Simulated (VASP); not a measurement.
# Ga (C2/c) in VASP: notebook

Aim: see how the results for Ga move with the level of theory and the settings. Levels: PBEsol, LDA. Tasks: single point.

Program: VASP 6.6.1. These are calculated values, not measurements. Logs are shortened: lines on timing, memory, paths and dates and some standing lists are left out, and cuts for length are marked.

## (1) The cell of the first run

Symmetry: C2/c, No. 15, monoclinic system. The conventional cell has a = 2.710 Å, b = 7.889 Å, c = 3.264 Å, α = 90.00°, β = 92.02°, γ = 90.00°. Ga (site symmetry 2) has 10 Ga at 2.63 to 3.26 Å within 3.5 Å.

## (2) Single point, PBEsol

INCAR

```
SYSTEM = Ga
  PREC = Accurate
  ENCUT = 520
  EDIFF = 1E-6
  ISMEAR = -1
  SIGMA = 0.05
  LREAL = .FALSE.
  LASPH = .TRUE.
  NELM = 100
  ALGO = Fast
  ISIF = 2
  LWAVE = .FALSE.
  LCHARG = .FALSE.
  GGA = PS
  NBANDS = 20
```

KPOINTS

```
Automatic mesh
0
G
  10 10 8
  0 0 0
```

POSCAR

```
Ga
1.0
    1.3547675884     -3.9443034667      0.0000000000
    1.3547675884      3.9443034667      0.0000000000
   -0.1150499344      0.0000000000      3.2619526240
Ga
2
Direct
    0.1310000000      0.8690000000      0.7500000000
    0.8690000000      0.1310000000      0.2500000000
```

Potentials or basis: VASP PAW PBE potentials, release 64 (Ga_d).

Launch:

```
cat potpaw_PBE.64/Ga_d/POTCAR > POTCAR
mpirun -np 1 vasp_std > vasp.out
```

OUTCAR:

```text
SYSTEM = Ga
   PREC = Accurate
   ENCUT = 520
   EDIFF = 1E-6
   ISMEAR = -1
   LREAL = .FALSE.
   LASPH = .TRUE.
   NELM = 100
   ISIF = 2
   GGA = PS

 ion  position               nearest neighbor table
   1  0.131  0.869  0.750-   2 2.63   2 2.63   2 2.80   2 2.80   2 2.86   2 2.86
   2  0.869  0.131  0.250-   1 2.63   1 2.63   1 2.80   1 2.80   1 2.86   1 2.86

  LATTYP: Found a base centered monoclinic cell.
 ALAT       =     2.7095351768
 B/A-ratio  =     2.9114244395
 C/A-ratio  =     1.2046276211
 COS(beta)  =    -0.0352483478

  Lattice vectors:

 A1 = (   1.3547675884,  -3.9443034667,   0.0000000000)
 A2 = (   1.3547675884,   3.9443034667,   0.0000000000)
 A3 = (  -0.1150499344,   0.0000000000,   3.2619526240)

Analysis of symmetry for initial positions (statically):
=====================================================================
 Subroutine PRICEL returns:
 Original cell was already a primitive cell.

 Routine SETGRP: Setting up the symmetry group for a
 base centered monoclinic supercell.

 Subroutine GETGRP returns: Found  4 space group operations
 (whereof  2 operations were pure point group operations)
 out of a pool of  4 trial point group operations.

The static configuration has the point symmetry S_2 .
 The point group associated with its full space group is C_2h.

Analysis of symmetry for dynamics (positions and initial velocities):
=====================================================================
 Subroutine PRICEL returns:
 Original cell was already a primitive cell.

 Routine SETGRP: Setting up the symmetry group for a
 base centered monoclinic supercell.

 Subroutine GETGRP returns: Found  4 space group operations
 (whereof  2 operations were pure point group operations)
 out of a pool of  4 trial point group operations.

The dynamic configuration has the point symmetry S_2 .
 The point group associated with its full space group is C_2h.

 Subroutine INISYM returns: Found  4 space group operations
 (whereof  2 operations are pure point group operations),
 and found     1 'primitive' translations

----------------------------------------------------------------------------------------

                                     Primitive cell

  volume of cell :      34.8612

  direct lattice vectors                    reciprocal lattice vectors
     1.354767588 -3.944303467  0.000000000     0.369066993 -0.126765094  0.013017091
     1.354767588  3.944303467  0.000000000     0.369066993  0.126765094  0.013017091
    -0.115049934  0.000000000  3.261952624     0.000000000  0.000000000  0.306564845

  length of vectors
     4.170482593  4.170482593  3.263980914     0.390447537  0.390447537  0.306564845

  position of ions in fractional coordinates (direct lattice)
     0.131000000  0.869000000  0.750000000
     0.869000000  0.131000000  0.250000000

  ion indices of the primitive-cell ions
   primitive index   ion index
                 1           1
                 2           2

----------------------------------------------------------------------------------------

 KPOINTS: Automatic mesh

Automatic generation of k-mesh.
 Grid dimensions read from file:
 generate k-points for:   10   10    8

 Generating k-lattice:

  Cartesian coordinates                     Fractional coordinates (reciprocal lattice)
     0.036906699 -0.012676509  0.001301709     0.100000000  0.000000000  0.000000000
     0.036906699  0.012676509  0.001301709     0.000000000  0.100000000  0.000000000
     0.000000000  0.000000000  0.038320606     0.000000000  0.000000000  0.125000000

  Length of vectors
     0.039044754  0.039044754  0.038320606

  Shift w.r.t. Gamma in fractional coordinates (k-lattice)
     0.000000000  0.000000000  0.000000000

 Subroutine IBZKPT returns following result:
 ===========================================

 Found    227 irreducible k-points:

 Following reciprocal coordinates:
            Coordinates               Weight
  0.000000  0.000000  0.000000      1.000000
  0.100000  0.000000 -0.000000      4.000000
  0.200000  0.000000 -0.000000      4.000000
  0.300000  0.000000  0.000000      4.000000
  0.400000 -0.000000  0.000000      4.000000
  0.500000  0.000000  0.000000      2.000000
[... 16 lines left out ...]
  0.300000  0.300000  0.000000      2.000000
  0.400000  0.300000  0.000000      4.000000
 [... further k-points ...]
   k-points           NKPTS =    227   k-points in BZ     NKDIM =    227   number of bands    NBANDS=     20
   number of dos      NEDOS =    301   number of ions     NIONS =      2
   total plane-waves  NPLWV =  24576
   dimension x,y,z NGX =    32 NGY =   32 NGZ =   24
   dimension x,y,z NGXF=    64 NGYF=   64 NGZF=   48
   ions per type =               2
   NGX,Y,Z   is equivalent  to a cutoff of  12.76, 12.76, 12.22 a.u.
   NGXF,Y,Z  is equivalent  to a cutoff of  25.51, 25.51, 24.45 a.u.
 SYSTEM =  Ga
   PREC   = accura    normal or accurate (medium, high low for compatibility)
   ISTART =      0    job   : 0-new  1-cont  2-samecut
   ICHARG =      2    charge: 1-file 2-atom 10-const
   ISPIN  =      1    spin polarized calculation?
   LNONCOLLINEAR =      F non collinear calculations
   LSORBIT =      F    spin-orbit coupling
   LASPH  =      T    aspherical Exc in radial PAW
   ENCUT  =  520.0 eV  38.22 Ry    6.18 a.u.   7.75  7.75  6.07*2*pi/ulx,y,z
   NELM   =    100;   NELMIN=  2; NELMDL= -5     # of ELM steps
   EDIFF  = 0.1E-05   stopping-criterion for ELM
   LREAL  =      F    real-space projection
   EDIFFG = 0.1E-04   stopping-criterion for IOM
   NSW    =      0    number of steps for IOM
   IBRION =     -1    ionic relax: 0-MD 1-quasi-New 2-CG
   NFREE  =      0    steps in history (QN), initial steepest desc. (CG)
   ISIF   =      2    stress and relaxation
   ISYM   =      2    0-nonsym 1-usesym 2-fastsym
   POTIM  = 0.5000    time-step for ionic-motion
   TEBEG  =    0.0;   TEEND  =   0.0 temperature during run
   PSTRESS=    0.0 pullay stress
   NELECT =      26.0000    total number of electrons
   NUPDOWN=      -1.0000    fix difference up-down
   EMIN   =  10.00;   EMAX   =-10.00  energy-range for DOS
   EFERMI =   0.00;   METHOD = LEGACY
   ISMEAR =    -1;   SIGMA  =   0.05  broadening in eV -4-tet -1-fermi 0-gaus
   EFERMI_NEDOS =   21; number of points for ismear=-14 and -15
   IALGO  =     68    algorithm
   IMIX   =      4    mixing-type and parameters
     AMIX     =   0.40;   BMIX     =  1.00
     AMIX_MAG =   1.60;   BMIX_MAG =  1.00
  volume/ion in A,a.u.               =      17.43       117.63
  Fermi-wavevector in a.u.,A,eV,Ry     =   1.484630  2.805545 29.988976  2.204128
  Thomas-Fermi vector in A             =   2.598143
   LORBIT       =      0    0 simple, 1 ext, 2 COOP (PROOUT), +10 PAW based schemes
   GGA     = PS    functional components
   LHFCALC =     F    Hartree Fock is set to
   AEXX    =    0.0000 exact exchange contribution
   IVDW    =     0    specifies the selected vdW correction
   LEPSILON=     F    determine dielectric tensor
   LRPA    =     F    only Hartree local field effects (RPA)
 non-spin polarized calculation
 RMM-DIIS sequential band-by-band and
  energy-cutoff  :      520.00
  volume of cell :       34.86
 maximum number of plane-waves:       955
   NGX = 15   NGY = 15   NGZ = 13

 number of electron      26.0000015 magnetization

 Free energy of the ion-electron system (eV)
  ---------------------------------------------------
  ext. energy  EPLUGINS =         0.00000000
  ---------------------------------------------------
  free energy    TOTEN  =        -6.67558235 eV

  energy without entropy =       -6.67057089  energy(sigma->0) =       -6.67307662

 E-fermi :   6.0935     XC(G=0): -11.5131

 val. band max:        6.0780634707   @ k =  -0.2000   0.3000   0.3750
 cond. band min:       6.1071909829   @ k =  -0.2000   0.5000   0.3750
 fundamental gap:      0.0291275122
 Fermi energy:         6.0935423204

 k-point     1 :       0.0000    0.0000    0.0000
  band No.  band energies     occupation
      1      -9.1021      2.00000
      2      -9.0974      2.00000
      3      -9.0504      2.00000
      4      -9.0328      2.00000
      5      -8.7030      2.00000
      6      -8.7006      2.00000
[... 12 lines left out ...]
     19      17.3282      0.00000
     20      19.6170      0.00000

 k-point     2 :       0.1000    0.0000   -0.0000
  band No.  band energies     occupation
      1      -9.0927      2.00000
      2      -9.0792      2.00000
      3      -9.0280      2.00000
      4      -8.9849      2.00000
      5      -8.7252      2.00000
      6      -8.7214      2.00000
[... 12 lines left out ...]
     19      17.6734      0.00000
     20      20.5750      0.00000

 k-point     3 :       0.2000    0.0000   -0.0000
  band No.  band energies     occupation
      1      -9.0688      2.00000
      2      -9.0400      2.00000
      3      -8.9641      2.00000
      4      -8.8787      2.00000
      5      -8.7805      2.00000
      6      -8.7728      2.00000
[... 12 lines left out ...]
     19      17.8930      0.00000
     20      21.7072      0.00000

 k-point     4 :       0.3000    0.0000    0.0000
  band No.  band energies     occupation
      1      -9.0419      2.00000
      2      -9.0007      2.00000
      3      -8.9134      2.00000
      4      -8.8819      2.00000
      5      -8.8529      2.00000
      6      -8.7453      2.00000
[... 12 lines left out ...]
     19      18.1966      0.00000
     20      20.2387      0.00000

 k-point     5 :       0.4000   -0.0000    0.0000
  band No.  band energies     occupation
      1      -9.0231      2.00000
      2      -9.0019      2.00000
      3      -8.9216      2.00000
      4      -8.9095      2.00000
      5      -8.8901      2.00000
      6      -8.7585      2.00000
[... 12 lines left out ...]
     19      17.5439      0.00000
     20      18.8118      0.00000
[... 353 lines left out ...]
      6      -8.7577      2.00000
[... 12 lines left out ...]
     19      17.3382      0.00000
     20      20.9769      0.00000

 k-point    22 :      -0.2000    0.2000    0.0000
  band No.  band energies     occupation
      1      -9.1287      2.00000
      2      -9.0526      2.00000
      3      -9.0395      2.00000
      4      -8.9661      2.00000
      5      -8.7549      2.00000
      6      -8.7277      2.00000
[... 12 lines left out ...]
     19      18.3696      0.00000
     20      19.0078      0.00000

 k-point    23 :       0.3000    0.3000    0.0000
  band No.  band energies     occupation
      1      -9.0204      2.00000
      2      -9.0163      2.00000
      3      -8.9138      2.00000
      4      -8.8548      2.00000
      5      -8.8052      2.00000
      6      -8.7870      2.00000
[... 12 lines left out ...]
     19      16.0407      0.00000
     20      17.6520      0.00000

 k-point    24 :       0.4000    0.3000    0.0000
  band No.  band energies     occupation
      1      -8.9921      2.00000
      2      -8.9802      2.00000
      3      -8.8980      2.00000
      4      -8.8600      2.00000
      5      -8.8285      2.00000
      6      -8.7734      2.00000
[... 12 lines left out ...]
     19      16.0637      0.00000
     20      18.2778      0.00000

 [... further k-points ...]
[... 5 lines left out ...]
  --------------------------------------------------------------------------------------
  -------------------------------------------------------------------------------------
  Total        0.5870784      0.4601596      0.1804175      0.0000000      0.0000000      0.1246736
  in kB       26.9813632     21.1483417      8.2917544      0.0000000      0.0000000      5.7298363
  external PRESSURE =      18.8071531 kB  Pullay stress =       0.0000000 kB

 VOLUME and BASIS-vectors are now :
 -----------------------------------------------------------------------------
  energy-cutoff  :      520.00
  volume of cell :       34.86
      direct lattice vectors                 reciprocal lattice vectors
     1.354767588 -3.944303467  0.000000000     0.369066993 -0.126765094  0.013017091
     1.354767588  3.944303467  0.000000000     0.369066993  0.126765094  0.013017091
    -0.115049934  0.000000000  3.261952624     0.000000000  0.000000000  0.306564845

 POSITION                                       TOTAL-FORCE (eV/Angst)
 -----------------------------------------------------------------------------------
      1.26848      2.91090      2.44646        -0.000000     -0.221108      0.000000
      1.32601     -2.91090      0.81549         0.000000      0.221108     -0.000000
 -----------------------------------------------------------------------------------
    total drift:                                0.000000      0.000000     -0.000000

  FREE ENERGIE OF THE ION-ELECTRON SYSTEM (eV)
  ---------------------------------------------------
  free  energy   TOTEN  =        -6.6755823473 eV

  energy  without entropy=       -6.6705708913  energy(sigma->0) =       -6.67307662
```

Run time: 53 s. Hardware: 1 thread of Intel Xeon 6975P-C (Granite Rapids), shared host; peak memory 0.25 GiB.

What came out:

```
Free energy            : -6.6756 eV
Pressure               : 1.9 GPa
Largest force          : 0.221 eV/Å
Band gap on the k mesh : zero (band 13 reaches 10.24 eV, above the bottom of band 14 at 1.37 eV)
```

Forces in eV/Å, atoms in the order of the input:
```
Ga   0.000 -0.221  0.000
Ga   0.000  0.221  0.000
```

Stress tensor (GPa, compression positive):
```
2.70 0.00 0.57
0.00 2.11 0.00
0.57 0.00 0.83
```

Levels at points of the mesh, in eV from the Fermi level:
```
           k point  band 10  band 11  band 12  band 13  band 14  band 15  band 16  band 17
(0.00, 0.00, 0.00)   -14.58   -11.72    -2.28    -1.44     1.65     5.54    10.15    10.70
(0.50, 0.00, 0.00)   -14.61    -6.19    -5.31    -1.47     0.12     6.08     6.96     8.83
(0.50, 0.50, 0.00)   -14.66    -9.49    -8.96     4.14     4.76     6.17     6.40     7.88
(0.00, 0.00, 0.50)   -14.66    -8.09    -8.09     1.72     1.72     2.59     2.59    12.28
(0.50, 0.00, 0.50)   -14.61    -2.96    -2.83    -1.76    -1.49     1.79     2.36     4.43
(0.50, 0.50, 0.50)   -14.76    -6.11    -6.11    -4.72    -4.72    11.39    11.39    12.40
```

Caveat: the PAW data sets were made with another functional, which shifts forces and pressure a little.

## (3) Single point, LDA

This run uses another cell than the first one, of 17.80 Å³/atom, 1.021 times its volume.

INCAR

```
PREC = Accurate ; ENCUT = 520
EDIFF = 1E-6 ; ISMEAR = -1
SIGMA = 0.05 ; LREAL = False
LASPH = True ; NELM = 60
ALGO = Fast ; ISIF = 2
LWAVE = False ; LCHARG = False
NBANDS = 20
```

KPOINTS

```
regular mesh
0
Gamma
  10 10 8
```

POSCAR

```
Ga
1.0
    1.3643085195     -3.9720811669      0.0000000000
    1.3643085195      3.9720811669      0.0000000000
   -0.1158601719      0.0000000000      3.2849248782
Ga
2
Direct
    0.1310000000      0.8690000000      0.7500000000
    0.8690000000      0.1310000000      0.2500000000
```

Potentials or basis: VASP PAW LDA potentials, release 64 (Ga_d).

Launch:

```
cat potpaw_LDA.64/Ga_d/POTCAR > POTCAR
mpirun -np 1 vasp_std > vasp.out
```

Wall time 53 s (1 thread of Intel Xeon 6975P-C (Granite Rapids), shared host); peak memory 0.23 GiB.

It converged, with:

```yaml
Free_energy: -7.1611 eV
Pressure: -1.8 GPa
Largest_force: 0.201 eV/Å
Band_gap_on_the_k_mesh: zero (band 13 reaches 9.85 eV, above the bottom of band 14 at 1.23 eV)
```

Forces on the atoms (eV/Å):
```
Ga   0.000 -0.201  0.000
Ga   0.000  0.201  0.000
```

Stress tensor (GPa, compression positive):
```
-1.17  0.00  0.48
 0.00 -1.84  0.00
 0.48  0.00 -2.42
```

Levels at points of the mesh, in eV from the Fermi level:
| k point | band 9 | band 10 | band 11 | band 12 | band 13 | band 14 | band 15 | band 16 | band 17 | band 18 |
| --- | --- | --- | --- | --- | --- | --- | --- | --- | --- | --- |
| (0.00, 0.00, 0.00) | -14.87 | -14.72 | -11.54 | -2.19 | -1.58 | 1.63 | 5.61 | 9.93 | 10.42 | 10.67 |
| (0.50, 0.00, 0.00) | -14.79 | -14.74 | -6.17 | -5.18 | -1.41 | 0.05 | 5.91 | 6.75 | 8.68 | 9.64 |
| (0.50, 0.50, 0.00) | -14.83 | -14.78 | -9.35 | -8.83 | 4.07 | 4.67 | 6.03 | 6.25 | 7.71 | 11.23 |
| (0.00, 0.00, 0.50) | -14.79 | -14.79 | -7.98 | -7.98 | 1.73 | 1.73 | 2.53 | 2.53 | 11.95 | 11.95 |
| (0.50, 0.00, 0.50) | -14.74 | -14.74 | -2.93 | -2.88 | -1.70 | -1.52 | 1.77 | 2.33 | 4.44 | 4.92 |
| (0.50, 0.50, 0.50) | -14.88 | -14.88 | -6.11 | -6.11 | -4.56 | -4.56 | 11.13 | 11.13 | 12.09 | 12.09 |

## (4) Single point, LDA

This run uses another cell than the first one, of 18.17 Å³/atom, 1.043 times its volume.

INCAR

```
  PREC = Accurate
  ENCUT = 520
  EDIFF = 1E-6
  ISMEAR = -1
  SIGMA = 0.05
  LREAL = F
  LASPH = T
  NELM = 100
  ALGO = Fast
  ISIF = 2
  LWAVE = F
  LCHARG = F
  GGA = CA
  NBANDS = 20
```

KPOINTS is that of step 3.

POSCAR

```
Ga
1.0
    1.3737178411     -3.9994756958      0.0000000000
    1.3737178411      3.9994756958      0.0000000000
   -0.1166592328      0.0000000000      3.3075802485
Ga
2
Direct
    0.1310000000      0.8690000000      0.7500000000
    0.8690000000      0.1310000000      0.2500000000
```

Launch:

```
cat potpaw_LDA.64/Ga_d/POTCAR > POTCAR
mpirun -np 1 vasp_std > vasp.out
```

Wall time 59 s (1 thread of Intel Xeon 6975P-C (Granite Rapids), shared host); peak memory 0.24 GiB.

The run converged. Its results:

- Free energy: -7.1505 eV
- Pressure: -3.0 GPa
- Largest force: 0.192 eV/Å
- Band gap on the k mesh: zero (band 13 reaches 9.60 eV, above the bottom of band 14 at 1.13 eV)

Forces in eV/Å, atoms in the order of the input:
```
Ga   0.000 -0.192  0.000
Ga   0.000  0.192  0.000
```

Stress tensor (GPa, compression positive):
```
-2.39  0.00  0.43
 0.00 -2.97  0.00
 0.43  0.00 -3.49
```

Levels at points of the mesh, in eV from the Fermi level:
| k point | band 9 | band 10 | band 11 | band 12 | band 13 | band 14 | band 15 | band 16 | band 17 | band 18 |
| --- | --- | --- | --- | --- | --- | --- | --- | --- | --- | --- |
| (0.00, 0.00, 0.00) | -14.85 | -14.71 | -11.37 | -2.12 | -1.64 | 1.62 | 5.58 | 9.77 | 10.25 | 10.51 |
| (0.50, 0.00, 0.00) | -14.77 | -14.73 | -6.12 | -5.08 | -1.36 | 0.02 | 5.81 | 6.63 | 8.55 | 9.44 |
| (0.50, 0.50, 0.00) | -14.81 | -14.77 | -9.22 | -8.71 | 4.02 | 4.61 | 5.92 | 6.13 | 7.61 | 11.13 |
| (0.00, 0.00, 0.50) | -14.78 | -14.78 | -7.88 | -7.88 | 1.72 | 1.72 | 2.48 | 2.48 | 11.74 | 11.74 |
| (0.50, 0.00, 0.50) | -14.73 | -14.73 | -2.91 | -2.89 | -1.66 | -1.52 | 1.76 | 2.31 | 4.40 | 4.86 |
| (0.50, 0.50, 0.50) | -14.87 | -14.87 | -6.07 | -6.07 | -4.45 | -4.45 | 10.95 | 10.95 | 11.89 | 11.89 |

## (5) Single point, PBEsol

This run uses another cell than the first one, of 18.17 Å³/atom, 1.043 times its volume.

INCAR

```
SYSTEM = Ga
  PREC = Accurate
  ENCUT = 520
  EDIFF = 1E-6
  ISMEAR = -1
  SIGMA = 0.05
  LREAL = .FALSE.
  LASPH = .TRUE.
  NELM = 60
  ALGO = Fast
  ISIF = 2
  LWAVE = .FALSE.
  LCHARG = .FALSE.
  GGA = PS
  NBANDS = 20
```

KPOINTS

```
Automatic mesh
0
G
  10 10 8
  0 0 0
```

POSCAR is that of step 4.

Potentials or basis: VASP PAW PBE potentials, release 64 (Ga_d).

Launch:

```
cat potpaw_PBE.64/Ga_d/POTCAR > POTCAR
mpirun -np 1 vasp_std > vasp.out
```

Run time: 61 s. Hardware: 1 thread of Intel Xeon 6975P-C (Granite Rapids), shared host; peak memory 0.26 GiB.

Results (log left out):

- Free energy: -6.6805 eV
- Pressure: -0.8 GPa
- Largest force: 0.206 eV/Å
- Band gap on the k mesh: zero (band 13 reaches 9.73 eV, above the bottom of band 14 at 1.18 eV)

Forces on the atoms (eV/Å):
```
Ga   0.000 -0.206  0.000
Ga   0.000  0.206  0.000
```

Stress tensor (GPa, compression positive):
```
-0.11  0.00  0.47
 0.00 -0.69  0.00
 0.47  0.00 -1.68
```

Levels at points of the mesh, in eV from the Fermi level:
```
           k point  band 11  band 12  band 13  band 14  band 15  band 16
(0.00, 0.00, 0.00)   -11.39    -2.15    -1.56     1.64     5.47     9.84
(0.50, 0.00, 0.00)    -6.09    -5.11    -1.38     0.04     5.88     6.71
(0.50, 0.50, 0.00)    -9.22    -8.72     4.04     4.64     5.93     6.16
(0.00, 0.00, 0.50)    -7.88    -7.88     1.71     1.71     2.49     2.49
(0.50, 0.00, 0.50)    -2.89    -2.84    -1.68    -1.50     1.76     2.32
(0.50, 0.50, 0.50)    -6.04    -6.04    -4.50    -4.50    11.03    11.03
```

Caveat: the PAW data sets were made with another functional, which shifts forces and pressure a little.

(Part 1 of 2 ends here.)
